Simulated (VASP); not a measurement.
# KI (Cmcm) in VASP: single point with PBEsol+D4

Aim: the single point of KI with PBEsol+D4.

All numbers are computed with VASP 6.6.1; they aren't measurements. Logs are shortened: lines on timing, memory, paths and dates and some standing lists are left out, and cuts for length are marked.

## Step 1: The cell of the first run

It takes space group Cmcm (No. 63, orthorhombic). Conventional cell: a = 5.025 Å, b = 8.510 Å, c = 8.677 Å, α = 90.00°, β = 90.00°, γ = 90.00°. Within 4.7 Å of K (site symmetry 2/m) lie 6 I at 3.59 to 3.62 Å and 2 K at 4.34 Å. I (site symmetry m2m) has 6 K at 3.59 to 3.62 Å within 4.7 Å.

## Step 2: Single point, PBEsol+D4

INCAR

```
SYSTEM = KI
PREC = Accurate ; ENCUT = 520
EDIFF = 1E-6 ; ISMEAR = 0
SIGMA = 0.01 ; LREAL = .FALSE.
LASPH = .TRUE. ; NELM = 60
ALGO = Normal ; ISIF = 2
LWAVE = .FALSE. ; LCHARG = .FALSE.
GGA = PS ; IVDW = 13
NBANDS = 24
```

KPOINTS

```
Automatic mesh
0
G
  4 4 2
  0 0 0
```

POSCAR

```
KI
1.0
    2.5126600000     -4.2552270000      0.0000000000
    2.5126600000      4.2552270000      0.0000000000
    0.0000000000      0.0000000000      8.6765890000
K I
2 2
Direct
    0.5000000000      0.5000000000      0.5000000000
    0.5000000000      0.5000000000      0.0000000000
    0.8402300000      0.1597700000      0.2500000000
    0.1597700000      0.8402300000      0.7500000000
```

Potentials or basis: VASP PAW PBE potentials, release 64 (K_sv, I).

Launch:

```console
> cat potpaw_PBE.64/K_sv/POTCAR potpaw_PBE.64/I/POTCAR > POTCAR
> mpirun -np 1 vasp_std > vasp.out
```

OUTCAR:

```text
SYSTEM = KI
   PREC = Accurate
   ENCUT = 520
   EDIFF = 1E-6
   ISMEAR = 0
   LREAL = .FALSE.
   LASPH = .TRUE.
   NELM = 60
   ISIF = 2
   GGA = PS
   IVDW = 13

 ion  position               nearest neighbor table
   1  0.500  0.500  0.500-   4 3.59   3 3.59   4 3.59   3 3.59   3 3.62   4 3.62
   2  0.500  0.500  0.000-   4 3.59   3 3.59   4 3.59   3 3.59   3 3.62   4 3.62
   3  0.840  0.160  0.250-   1 3.59   2 3.59   1 3.59   2 3.59   1 3.62   2 3.62
   4  0.160  0.840  0.750-   1 3.59   2 3.59   1 3.59   2 3.59   1 3.62   2 3.62

  LATTYP: Found a base centered orthorhombic cell.
 ALAT       =     5.0253200000
 B/A-ratio  =     1.6935148408
 C/A-ratio  =     1.7265744271

  Lattice vectors:

 A1 = (   2.5126600000,  -4.2552270000,   0.0000000000)
 A2 = (   2.5126600000,   4.2552270000,   0.0000000000)
 A3 = (   0.0000000000,   0.0000000000,   8.6765890000)

Analysis of symmetry for initial positions (statically):
=====================================================================
 Subroutine PRICEL returns:
 Original cell was already a primitive cell.

 Routine SETGRP: Setting up the symmetry group for a
 base centered orthorhombic supercell.

 Subroutine GETGRP returns: Found  8 space group operations
 (whereof  4 operations were pure point group operations)
 out of a pool of  8 trial point group operations.

The static configuration has the point symmetry C_2h.
 The point group associated with its full space group is D_2h.

Analysis of symmetry for dynamics (positions and initial velocities):
=====================================================================
 Subroutine PRICEL returns:
 Original cell was already a primitive cell.

 Routine SETGRP: Setting up the symmetry group for a
 base centered orthorhombic supercell.

 Subroutine GETGRP returns: Found  8 space group operations
 (whereof  4 operations were pure point group operations)
 out of a pool of  8 trial point group operations.

The dynamic configuration has the point symmetry C_2h.
 The point group associated with its full space group is D_2h.

 Subroutine INISYM returns: Found  8 space group operations
 (whereof  4 operations are pure point group operations),
 and found     1 'primitive' translations

----------------------------------------------------------------------------------------

                                     Primitive cell

  volume of cell :     185.5391

  direct lattice vectors                    reciprocal lattice vectors
     2.512660000 -4.255227000  0.000000000     0.198992303 -0.117502545  0.000000000
[... 82 lines left out ...]
   NSW    =      0    number of steps for IOM
   IBRION =     -1    ionic relax: 0-MD 1-quasi-New 2-CG
   NFREE  =      0    steps in history (QN), initial steepest desc. (CG)
   ISIF   =      2    stress and relaxation
   ISYM   =      2    0-nonsym 1-usesym 2-fastsym
   POTIM  = 0.5000    time-step for ionic-motion
   TEBEG  =    0.0;   TEEND  =   0.0 temperature during run
   PSTRESS=    0.0 pullay stress
   NELECT =      32.0000    total number of electrons
   NUPDOWN=      -1.0000    fix difference up-down
   EMIN   =  10.00;   EMAX   =-10.00  energy-range for DOS
   EFERMI =   0.00;   METHOD = LEGACY
   ISMEAR =     0;   SIGMA  =   0.01  broadening in eV -4-tet -1-fermi 0-gaus
   EFERMI_NEDOS =   21; number of points for ismear=-14 and -15
   IALGO  =     38    algorithm
   IMIX   =      4    mixing-type and parameters
     AMIX     =   0.40;   BMIX     =  1.00
     AMIX_MAG =   1.60;   BMIX_MAG =  1.00
  volume/ion in A,a.u.               =      46.38       313.02
  Fermi-wavevector in a.u.,A,eV,Ry     =   0.911268  1.722048 11.298416  0.830410
  Thomas-Fermi vector in A             =   2.035528
   LORBIT       =      0    0 simple, 1 ext, 2 COOP (PROOUT), +10 PAW based schemes
   GGA     = PS    functional components
   LHFCALC =     F    Hartree Fock is set to
   AEXX    =    0.0000 exact exchange contribution
   IVDW    =    13    specifies the selected vdW correction
   LEPSILON=     F    determine dielectric tensor
   LRPA    =     F    only Hartree local field effects (RPA)
 non-spin polarized calculation
 Gauss-broadening in eV      SIGMA  =   0.01
  energy-cutoff  :      520.00
  volume of cell :      185.54
 maximum number of plane-waves:      5034
 NGX is ok and might be reduce to    40
   NGX = 19   NGY = 19   NGZ = 33

 number of electron      31.9999999 magnetization

 Free energy of the ion-electron system (eV)
  ---------------------------------------------------
  ext. energy  EPLUGINS =         0.00000000
  ---------------------------------------------------
  free energy    TOTEN  =       -11.52419366 eV

  energy without entropy =      -11.52419366  energy(sigma->0) =      -11.52419366

 E-fermi :  -0.5187     XC(G=0):  -7.1303

 val. band max:       -0.6562847103   @ k =   0.0000   0.0000   0.0000
 cond. band min:       2.9535159591   @ k =   0.0000   0.0000   0.0000
 fundamental gap:      3.6098006695
 Fermi energy:        -0.5186877213

 k-point     1 :       0.0000    0.0000    0.0000
  band No.  band energies     occupation
      1     -29.2325      2.00000
      2     -29.2282      2.00000
      3     -12.9292      2.00000
      4     -12.7803      2.00000
      5     -12.7775      2.00000
      6     -12.7695      2.00000
[... 367 lines left out ...]
     23       7.3160      0.00000
     24       7.3160      0.00000

------------------------ aborting loop because EDIFF is reached ----------------------------------------

  DFT-D4 for vdW energy calculation

  Edisp (eV):   -0.36698

  FORCE on cell =-STRESS in cart. coord.  units (eV):
  Direction    XX          YY          ZZ          XY          YZ          ZX
  --------------------------------------------------------------------------------------
  -------------------------------------------------------------------------------------
  Total      -1.24016    -1.15431    -1.22259     0.00000    -0.00000     0.00000
  in kB     -10.70906    -9.96773   -10.55739     0.00000    -0.00000     0.00000
  external pressure =      -10.41 kB  Pullay stress =        0.00 kB

 VOLUME and BASIS-vectors are now :
 -----------------------------------------------------------------------------
  energy-cutoff  :      520.00
  volume of cell :      185.54
      direct lattice vectors                 reciprocal lattice vectors
     2.512660000 -4.255227000  0.000000000     0.198992303 -0.117502545  0.000000000
     2.512660000  4.255227000  0.000000000     0.198992303  0.117502545  0.000000000
     0.000000000  0.000000000  8.676589000     0.000000000  0.000000000  0.115252664

 POSITION                                       TOTAL-FORCE (eV/Angst)
 -----------------------------------------------------------------------------------
      2.51266      0.00000      4.33829         0.000000     -0.000000      0.000000
      2.51266      0.00000      0.00000        -0.000000      0.000000      0.000000
      2.51266     -2.89551      2.16915        -0.000000      0.030169      0.000000
      2.51266      2.89551      6.50744        -0.000000     -0.030169     -0.000000
 -----------------------------------------------------------------------------------
    total drift:                               -0.000000      0.000000     -0.000000

  FREE ENERGIE OF THE ION-ELECTRON SYSTEM (eV)
  ---------------------------------------------------
  free  energy   TOTEN  =       -11.8911750845 eV

  energy  without entropy=      -11.8911750845  energy(sigma->0) =      -11.89117508
```

OSZICAR:

```text
N       E                     dE             d eps       ncg     rms          rms(c)
DAV:   1     0.209817475586E+03    0.20982E+03   -0.13105E+04   672   0.110E+03
DAV:   2     0.713581884714E+01   -0.20268E+03   -0.19321E+03   808   0.276E+02
DAV:   3    -0.111085972894E+02   -0.18244E+02   -0.18172E+02  1112   0.694E+01
DAV:   4    -0.116959050534E+02   -0.58731E+00   -0.58608E+00   984   0.128E+01
DAV:   5    -0.117200610933E+02   -0.24156E-01   -0.24155E-01  1016   0.172E+00    0.377E+00
DAV:   6    -0.115320847261E+02    0.18798E+00   -0.24090E-01   808   0.249E+00    0.276E+00
DAV:   7    -0.115158477405E+02    0.16237E-01   -0.32751E-01   832   0.236E+00    0.111E+00
DAV:   8    -0.115230069860E+02   -0.71592E-02   -0.50258E-02   936   0.118E+00    0.169E-01
DAV:   9    -0.115233576323E+02   -0.35065E-03   -0.17118E-03   984   0.192E-01    0.100E-01
DAV:  10    -0.115240469319E+02   -0.68930E-03   -0.69094E-04   872   0.125E-01    0.492E-02
DAV:  11    -0.115241818513E+02   -0.13492E-03   -0.12930E-04   944   0.551E-02    0.172E-02
DAV:  12    -0.115241875729E+02   -0.57217E-05   -0.17487E-05   864   0.268E-02    0.168E-02
DAV:  13    -0.115241935930E+02   -0.60201E-05   -0.67629E-06   816   0.168E-02    0.615E-03
DAV:  14    -0.115241936591E+02   -0.66129E-07   -0.13871E-06   744   0.566E-03
   1 F= -.11891175E+02 E0= -.11891175E+02  d E =-.105099E-85
```

It took 60 s on 1 thread of Intel Xeon Platinum 8375C at 2.90GHz (Ice Lake), shared host; peak memory 0.33 GiB.

What came out:

* Free energy: -11.8912 eV
* Pressure: -1.0 GPa
* Largest force: 0.030 eV/Å
* Band gap on the k mesh: 3.61 eV
* Dispersion energy per atom: -0.092 eV

Forces in eV/Å, atoms in the order of the input:
```
K    0.000  0.000  0.000
K    0.000  0.000  0.000
I    0.000  0.030  0.000
I    0.000 -0.030  0.000
```

Caveat: the PAW data sets were made with another functional, which shifts forces and pressure a little; spin-orbit coupling is left out, which moves the levels of the heavy elements.
